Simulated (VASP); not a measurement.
Runs of VASP 6.6.1 on Si2W. The structure is that of space group I4/mmm (No. 139), or close to it. The cells are those of the table. 

```csv
task,cell,gap on the mesh (eV),pressure (GPa),largest force (eV/Å)
single point,"a = 4.455 Å, angles 138.6, 138.6, 59.9°, 3 atoms",none,18.0,0.07
electric field gradients,"a = 4.608 Å, angles 138.6, 138.6, 59.9°, 3 atoms",none,-6.5,0.29
single point,"a = 4.608 Å, angles 138.6, 138.6, 59.9°, 3 atoms",none,-6.5,0.29
single point,"a = 4.517 Å, angles 138.6, 138.6, 59.9°, 3 atoms",none,(a),0.17
single point,"a = 4.563 Å, angles 138.6, 138.6, 59.9°, 3 atoms",none,-0.5,0.23
electric field gradients,"a = 4.563 Å, angles 138.6, 138.6, 59.9°, 3 atoms",none,-0.5,0.23
```

Alike in all rows: level PBE; potentials or basis VASP PAW PBE potentials, release 64 (Si, W_sv); no spin polarisation; k mesh 11 × 11 × 14; cutoff (eV) 520; smearing fermi-dirac 0.05 eV.

Task: Fill in the values left out.

Result: (a) 6.6.

Caveats: spin-orbit coupling is left out, which moves the levels of the heavy elements; the cell stands under pressure (at least some runs); the cell stands under tension (at least some runs).

A k mesh can miss the band edges, and the runs leave out spin-orbit coupling on W.

A gap of «none» marks levels without a gap at the run's occupations.
